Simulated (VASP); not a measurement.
**TlBr: relaxation of cell and atoms with PBE+D3(BJ)**

TlBr:

```
CELL_PARAMETERS angstrom
3.98000 0.00000 0.00000
0.00000 3.98000 0.00000
0.00000 0.00000 3.98000
ATOMIC_POSITIONS crystal
Tl 0.00000 0.00000 0.00000
Br 0.50000 0.50000 0.50000
```

* Program: VASP 6.6.1
* Task: relaxation of cell and atoms
* Functional: PBE
* Dispersion: D3(BJ)
* Potentials or basis: VASP PAW PBE potentials, release 64 (Tl_d, Br)
* Cutoff: 500 eV
* k mesh: 6 × 6 × 6
* Occupations: fermi-dirac, width 0.02 eV
* Spin: no spin polarisation
* Dipole correction: no
* Further INCAR settings: ALGO = Normal; EDIFF = 1e-07; IBRION = 2; EDIFFG = -0.005; NSW = 80; ISIF = 3

| Property | Result |
| --- | --- |
| Pressure after relaxing | 0.0 GPa |
| Band gap on the k mesh | 1.86 eV, direct |
| Dispersion energy per atom | -0.274 eV |

Final structure:
```yaml
crystal:
  lattice:
    - [3.98000, 0.00000, 0.00000]
    - [0.00000, 3.98000, 0.00000]
    - [0.00000, 0.00000, 3.98000]
  atoms:
    - { symbol: Tl, position: [0.00000, 0.00000, 0.00000] }
    - { symbol: Br, position: [0.50000, 0.50000, 0.50000] }
```

Levels at points of the mesh, in eV from the valence-band top:
| k point | band 8 | band 9 | band 10 | band 11 | band 12 | band 13 |
| --- | --- | --- | --- | --- | --- | --- |
| (0.00, 0.00, 0.00) | -1.30 | -1.30 | -1.30 | 7.02 | 7.02 | 7.23 |
| (0.50, 0.00, 0.00) | -0.80 | -0.80 | 0.00 | 1.86 | 5.77 | 5.77 |
| (0.50, 0.50, 0.00) | -2.93 | -2.93 | -0.72 | 4.87 | 4.87 | 7.39 |
| (0.50, 0.50, 0.50) | -1.92 | -1.92 | -1.92 | 2.15 | 2.15 | 2.15 |

It took 6.7 s on 1 thread of Intel(R) Xeon(R) 6975P-C (Granite Rapids) (shared host), peak memory 0.18 GiB.

Caveat: the relaxation stopped at its first step, so nothing moved; spin-orbit coupling is left out, which moves the levels of the heavy elements. A hybrid or GW would open this gap; PBE tends to underestimate it.
